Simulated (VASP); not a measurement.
# Ge (P6_3/mmc) in VASP: single point with PBE

Aim: the single point of Ge with PBE.

All numbers are computed with VASP 6.6.1; they aren't measurements. Logs are shortened: lines on timing, memory, paths and dates and some standing lists are left out, and cuts for length are marked.

### 1 The cell of the first run

It takes space group P6_3/mmc (No. 194, hexagonal). Conventional cell: a = 4.069 Å, b = 4.069 Å, c = 26.634 Å, α = 90.00°, β = 90.00°, γ = 120.00°. Ge (site symmetry 3m) has 4 Ge at 2.49 Å within 3.3 Å. Ge (site symmetry 3m) has 4 Ge at 2.49 Å within 3.3 Å. Within 3.3 Å of Ge (site symmetry 3m) lie 4 Ge at 2.49 Å. Ge (site symmetry 3m) has 4 Ge at 2.49 to 2.51 Å within 3.3 Å.

The cell was built from a structure type or drawn by symmetry, and may not be a known phase.

### 2 Single point, PBE

File INCAR:

```
SYSTEM = Ge
  PREC = Accurate
  ENCUT = 520
  EDIFF = 1E-7
  ISMEAR = 0
  SIGMA = 0.1
  LREAL = Auto
  LASPH = .True.
  NELM = 100
  ALGO = Normal
  ISIF = 2
  LWAVE = .False.
  LCHARG = .False.
  GGA = PE
  NBANDS = 126
```

File KPOINTS:

```
Automatic mesh
0
Gamma
  6 6 1
  0 0 0
```

File POSCAR:

```
Ge
1.0
    4.0693738000      0.0000000000      0.0000000000
   -2.0346869000      3.5241811000      0.0000000000
    0.0000000000      0.0000000000     26.6337233000
Ge
16
Direct
    0.0000000000      0.0000000000      0.0467930000
    0.0000000000      0.0000000000      0.5467930000
    0.0000000000      0.0000000000      0.4532070000
    0.0000000000      0.0000000000      0.9532070000
    0.3333333000      0.6666667000      0.0780140000
    0.6666667000      0.3333333000      0.5780140000
    0.3333333000      0.6666667000      0.4219860000
    0.6666667000      0.3333333000      0.9219860000
    0.3333333000      0.6666667000      0.1714940000
    0.6666667000      0.3333333000      0.6714940000
    0.3333333000      0.6666667000      0.3285060000
    0.6666667000      0.3333333000      0.8285060000
    0.3333333000      0.6666667000      0.7971880000
    0.6666667000      0.3333333000      0.2971880000
    0.3333333000      0.6666667000      0.7028120000
    0.6666667000      0.3333333000      0.2028120000
```

Potentials or basis: VASP PAW PBE potentials, release 64 (Ge_d).

The run is started by

```console
> cat potpaw_PBE.64/Ge_d/POTCAR > POTCAR
> mpirun -np 1 vasp_std > vasp.out
```

OUTCAR:

```text
SYSTEM = Ge
   PREC = Accurate
   ENCUT = 520
   EDIFF = 1E-7
   ISMEAR = 0
   LREAL = Auto
   LASPH = .True.
   NELM = 100
   ISIF = 2
   GGA = PE

 ion  position               nearest neighbor table
   1  0.000  0.000  0.047-   5 2.49   5 2.49   5 2.49   4 2.49
   2  0.000  0.000  0.547-   6 2.49   6 2.49   6 2.49   3 2.49
   3  0.000  0.000  0.453-   7 2.49   7 2.49   7 2.49   2 2.49
   4  0.000  0.000  0.953-   8 2.49   8 2.49   8 2.49   1 2.49
   5  0.333  0.667  0.078-   9 2.49   1 2.49   1 2.49   1 2.49
   6  0.667  0.333  0.578-  10 2.49   2 2.49   2 2.49   2 2.49
[... 8 lines left out ...]
  15  0.333  0.667  0.703-  10 2.49  10 2.49  10 2.49  13 2.51
  16  0.667  0.333  0.203-   9 2.49   9 2.49   9 2.49  14 2.51

  LATTYP: Found a hexagonal cell.
 ALAT       =     4.0693738000
 C/A-ratio  =     6.5449193436

  Lattice vectors:

 A1 = (   4.0693738000,   0.0000000000,   0.0000000000)
 A2 = (  -2.0346869000,   3.5241811000,   0.0000000000)
 A3 = (   0.0000000000,   0.0000000000,  26.6337233000)

Analysis of symmetry for initial positions (statically):
=====================================================================
 Subroutine PRICEL returns:
 Original cell was already a primitive cell.

 Routine SETGRP: Setting up the symmetry group for a
 hexagonal supercell.

 Subroutine GETGRP returns: Found 24 space group operations
 (whereof 12 operations were pure point group operations)
 out of a pool of 24 trial point group operations.

The static configuration has the point symmetry D_3d.
 The point group associated with its full space group is D_6h.

Analysis of symmetry for dynamics (positions and initial velocities):
=====================================================================
 Subroutine PRICEL returns:
 Original cell was already a primitive cell.

 Routine SETGRP: Setting up the symmetry group for a
 hexagonal supercell.

 Subroutine GETGRP returns: Found 24 space group operations
 (whereof 12 operations were pure point group operations)
 out of a pool of 24 trial point group operations.

The dynamic configuration has the point symmetry D_3d.
 The point group associated with its full space group is D_6h.

 Subroutine INISYM returns: Found 24 space group operations
 (whereof 12 operations are pure point group operations),
 and found     1 'primitive' translations

----------------------------------------------------------------------------------------

                                     Primitive cell

  volume of cell :     381.9598

  direct lattice vectors                    reciprocal lattice vectors
     4.069373800  0.000000000  0.000000000     0.245738054  0.141876931  0.000000000
    -2.034686900  3.524181100  0.000000000     0.000000000  0.283753863  0.000000000
     0.000000000  0.000000000 26.633723300     0.000000000  0.000000000  0.037546384

  length of vectors
     4.069373800  4.069373810 26.633723300     0.283753863  0.283753863  0.037546384

  position of ions in fractional coordinates (direct lattice)
     0.000000000  0.000000000  0.046793000
     0.000000000  0.000000000  0.546793000
     0.000000000  0.000000000  0.453207000
     0.000000000  0.000000000  0.953207000
     0.333333300  0.666666700  0.078014000
     0.666666700  0.333333300  0.578014000
[... 8 lines left out ...]
     0.333333300  0.666666700  0.702812000
     0.666666700  0.333333300  0.202812000

  ion indices of the primitive-cell ions
   primitive index   ion index
                 1           1
                 2           2
                 3           3
                 4           4
                 5           5
                 6           6
[... 8 lines left out ...]
                15          15
                16          16

----------------------------------------------------------------------------------------

 KPOINTS: Automatic mesh

Automatic generation of k-mesh.
 Grid dimensions read from file:
 generate k-points for:    6    6    1

 Generating k-lattice:

  Cartesian coordinates                     Fractional coordinates (reciprocal lattice)
     0.040956342  0.023646155  0.000000000     0.166666667  0.000000000  0.000000000
     0.000000000  0.047292310  0.000000000     0.000000000  0.166666667  0.000000000
     0.000000000  0.000000000  0.037546384     0.000000000  0.000000000  1.000000000

  Length of vectors
     0.047292311  0.047292310  0.037546384

  Shift w.r.t. Gamma in fractional coordinates (k-lattice)
     0.000000000  0.000000000  0.000000000

 Subroutine IBZKPT returns following result:
 ===========================================

 Found      7 irreducible k-points:

 Following reciprocal coordinates:
            Coordinates               Weight
  0.000000  0.000000  0.000000      1.000000
  0.166667  0.000000  0.000000      6.000000
  0.333333  0.000000  0.000000      6.000000
  0.500000  0.000000  0.000000      3.000000
  0.166667  0.166667  0.000000      6.000000
  0.333333  0.166667  0.000000     12.000000
  0.333333  0.333333  0.000000      2.000000
   k-points           NKPTS =      7   k-points in BZ     NKDIM =      7   number of bands    NBANDS=    126
   number of dos      NEDOS =    301   number of ions     NIONS =     16
   total plane-waves  NPLWV = 180000
   dimension x,y,z NGX =    30 NGY =   30 NGZ =  200
   dimension x,y,z NGXF=    60 NGYF=   60 NGZF=  400
   ions per type =              16
   NGX,Y,Z   is equivalent  to a cutoff of  12.26, 12.26, 12.48 a.u.
   NGXF,Y,Z  is equivalent  to a cutoff of  24.51, 24.51, 24.97 a.u.
 SYSTEM =  Ge
   PREC   = accura    normal or accurate (medium, high low for compatibility)
   ISTART =      0    job   : 0-new  1-cont  2-samecut
   ICHARG =      2    charge: 1-file 2-atom 10-const
   ISPIN  =      1    spin polarized calculation?
   LNONCOLLINEAR =      F non collinear calculations
   LSORBIT =      F    spin-orbit coupling
   LASPH  =      T    aspherical Exc in radial PAW
   ENCUT  =  520.0 eV  38.22 Ry    6.18 a.u.   7.57  7.57 49.52*2*pi/ulx,y,z
   NELM   =    100;   NELMIN=  2; NELMDL= -5     # of ELM steps
   EDIFF  = 0.1E-06   stopping-criterion for ELM
   LREAL  =      T    real-space projection
   EDIFFG = 0.1E-05   stopping-criterion for IOM
   NSW    =      0    number of steps for IOM
   IBRION =     -1    ionic relax: 0-MD 1-quasi-New 2-CG
   NFREE  =      0    steps in history (QN), initial steepest desc. (CG)
   ISIF   =      2    stress and relaxation
   ISYM   =      2    0-nonsym 1-usesym 2-fastsym
   POTIM  = 0.5000    time-step for ionic-motion
   TEBEG  =    0.0;   TEEND  =   0.0 temperature during run
   PSTRESS=    0.0 pullay stress
   NELECT =     224.0000    total number of electrons
   NUPDOWN=      -1.0000    fix difference up-down
   EMIN   =  10.00;   EMAX   =-10.00  energy-range for DOS
   EFERMI =   0.00;   METHOD = LEGACY
   ISMEAR =     0;   SIGMA  =   0.10  broadening in eV -4-tet -1-fermi 0-gaus
   EFERMI_NEDOS =   21; number of points for ismear=-14 and -15
   IALGO  =     38    algorithm
   IMIX   =      4    mixing-type and parameters
     AMIX     =   0.40;   BMIX     =  1.00
     AMIX_MAG =   1.60;   BMIX_MAG =  1.00
  volume/ion in A,a.u.               =      23.87       161.10
  Fermi-wavevector in a.u.,A,eV,Ry     =   1.370308  2.589507 25.548268  1.877745
  Thomas-Fermi vector in A             =   2.496106
   LORBIT       =      0    0 simple, 1 ext, 2 COOP (PROOUT), +10 PAW based schemes
   GGA     = PE    functional components
   LHFCALC =     F    Hartree Fock is set to
   AEXX    =    0.0000 exact exchange contribution
   IVDW    =     0    specifies the selected vdW correction
   LEPSILON=     F    determine dielectric tensor
   LRPA    =     F    only Hartree local field effects (RPA)
 non-spin polarized calculation
 Gauss-broadening in eV      SIGMA  =   0.10
  energy-cutoff  :      520.00
  volume of cell :      381.96
 maximum number of plane-waves:     10331
   NGX = 15   NGY = 15   NGZ = 99

 number of electron     223.9999842 magnetization

 Free energy of the ion-electron system (eV)
  ---------------------------------------------------
  ext. energy  EPLUGINS =         0.00000000
  ---------------------------------------------------
  free energy    TOTEN  =       -72.05791762 eV

  energy without entropy =      -72.05121656  energy(sigma->0) =      -72.05456709

 E-fermi :   4.4895     XC(G=0):  -9.6714

 val. band max:        4.4386878455   @ k =   0.0000   0.0000   0.0000
 cond. band min:       4.4937982270   @ k =   0.0000   0.0000   0.0000
 fundamental gap:      0.0551103815
 Fermi energy:         4.4895379780

 k-point     1 :       0.0000    0.0000    0.0000
  band No.  band energies     occupation
      1     -20.2825      2.00000
      2     -20.2825      2.00000
      3     -20.2823      2.00000
      4     -20.2823      2.00000
      5     -20.2750      2.00000
      6     -20.2750      2.00000
[... 116 lines left out ...]
    123       7.0744      0.00000
    124       7.2884      0.00000

 k-point     2 :       0.1667    0.0000    0.0000
  band No.  band energies     occupation
      1     -20.2956      2.00000
      2     -20.2946      2.00000
      3     -20.2875      2.00000
      4     -20.2872      2.00000
      5     -20.2845      2.00000
      6     -20.2798      2.00000
[... 116 lines left out ...]
    123       7.5601      0.00000
    124       7.5703      0.00000

 k-point     3 :       0.3333    0.0000    0.0000
  band No.  band energies     occupation
      1     -20.3039      2.00000
      2     -20.3019      2.00000
      3     -20.2915      2.00000
      4     -20.2913      2.00000
      5     -20.2910      2.00000
      6     -20.2858      2.00000
[... 116 lines left out ...]
    123       7.3994      0.00000
    124       7.5351      0.00000

 k-point     4 :       0.5000    0.0000    0.0000
  band No.  band energies     occupation
      1     -20.2997      2.00000
      2     -20.2986      2.00000
      3     -20.2974      2.00000
      4     -20.2931      2.00000
      5     -20.2916      2.00000
      6     -20.2916      2.00000
[... 116 lines left out ...]
    123       6.8807      0.00000
    124       7.5567      0.00000

 k-point     5 :       0.1667    0.1667    0.0000
  band No.  band energies     occupation
      1     -20.3018      2.00000
      2     -20.3000      2.00000
      3     -20.2953      2.00000
      4     -20.2951      2.00000
      5     -20.2893      2.00000
      6     -20.2891      2.00000
[... 116 lines left out ...]
    123       7.5889      0.00000
    124       7.6389      0.00000

 k-point     6 :       0.3333    0.1667    0.0000
  band No.  band energies     occupation
      1     -20.3029      2.00000
      2     -20.3018      2.00000
      3     -20.3000      2.00000
      4     -20.2994      2.00000
      5     -20.2969      2.00000
      6     -20.2962      2.00000
[... 116 lines left out ...]
    123       7.5658      0.00000
    124       7.8265      0.00000

 k-point     7 :       0.3333    0.3333    0.0000
  band No.  band energies     occupation
      1     -20.3067      2.00000
      2     -20.3067      2.00000
      3     -20.3062      2.00000
      4     -20.3062      2.00000
      5     -20.3000      2.00000
      6     -20.2994      2.00000
[... 116 lines left out ...]
    123       8.4510      0.00000
    124       8.8414      0.00000
 [bands above 124 left out]

------------------------ aborting loop because EDIFF is reached ----------------------------------------

  FORCE on cell =-STRESS in cart. coord.  units (eV):
  Direction    XX          YY          ZZ          XY          YZ          ZX
  --------------------------------------------------------------------------------------
  -------------------------------------------------------------------------------------
  Total        0.4823569      0.4823569     -0.4790590      0.0000000      0.0000000     -0.0000000
  in kB        2.0233052      2.0233052     -2.0094719      0.0000000      0.0000000     -0.0000000
  external PRESSURE =       0.6790462 kB  Pullay stress =       0.0000000 kB

 VOLUME and BASIS-vectors are now :
 -----------------------------------------------------------------------------
  energy-cutoff  :      520.00
  volume of cell :      381.96
      direct lattice vectors                 reciprocal lattice vectors
     4.069373800  0.000000000  0.000000000     0.245738054  0.141876931  0.000000000
    -2.034686900  3.524181100  0.000000000     0.000000000  0.283753863  0.000000000
     0.000000000  0.000000000 26.633723300     0.000000000  0.000000000  0.037546384

 POSITION                                       TOTAL-FORCE (eV/Angst)
 -----------------------------------------------------------------------------------
      0.00000      0.00000      1.24627         0.000000      0.000000      0.014395
      0.00000      0.00000     14.56313        -0.000000     -0.000000      0.014395
      0.00000      0.00000     12.07059         0.000000      0.000000     -0.014395
      0.00000      0.00000     25.38745        -0.000000     -0.000000     -0.014395
     -0.00000      2.34945      2.07780        -0.000000      0.000000     -0.015872
      2.03469      1.17473     15.39466         0.000000     -0.000000     -0.015872
[... 8 lines left out ...]
     -0.00000      2.34945     18.71850         0.000000     -0.000000      0.001763
      2.03469      1.17473      5.40164         0.000000     -0.000000      0.001763
 -----------------------------------------------------------------------------------
    total drift:                                0.000000      0.000000     -0.000000

  FREE ENERGIE OF THE ION-ELECTRON SYSTEM (eV)
  ---------------------------------------------------
  free  energy   TOTEN  =       -72.0579176184 eV

  energy  without entropy=      -72.0512165649  energy(sigma->0) =      -72.05456709
```

It took 9.5 min on 1 thread of AMD EPYC 7R13 (Zen 3), shared host; peak memory 0.49 GiB.

What came out:

- Free energy: -72.0579 eV
- Pressure: 0.1 GPa
- Largest force: 0.025 eV/Å

Forces on the atoms (eV/Å):
```
Ge   0.000  0.000  0.014
Ge   0.000  0.000  0.014
Ge   0.000  0.000 -0.014
Ge   0.000  0.000 -0.014
Ge   0.000  0.000 -0.016
Ge   0.000  0.000 -0.016
Ge   0.000  0.000  0.016
Ge   0.000  0.000  0.016
Ge   0.000  0.000  0.025
Ge   0.000  0.000  0.025
Ge   0.000  0.000 -0.025
Ge   0.000  0.000 -0.025
Ge   0.000  0.000 -0.002
Ge   0.000  0.000 -0.002
Ge   0.000  0.000  0.002
Ge   0.000  0.000  0.002
```

Levels at points of the mesh, in eV from the Fermi level:
| k point | band 108 | band 109 | band 110 | band 111 | band 112 | band 113 | band 114 | band 115 | band 116 | band 117 |
| --- | --- | --- | --- | --- | --- | --- | --- | --- | --- | --- |
| (0.00, 0.00, 0.00) | -0.31 | -0.25 | -0.25 | -0.05 | 0.00 | 0.04 | 0.04 | 0.06 | 0.18 | 0.46 |
| (0.50, 0.00, 0.00) | -2.02 | -1.65 | -1.64 | -1.58 | -1.32 | 0.18 | 0.40 | 0.70 | 0.97 | 0.98 |
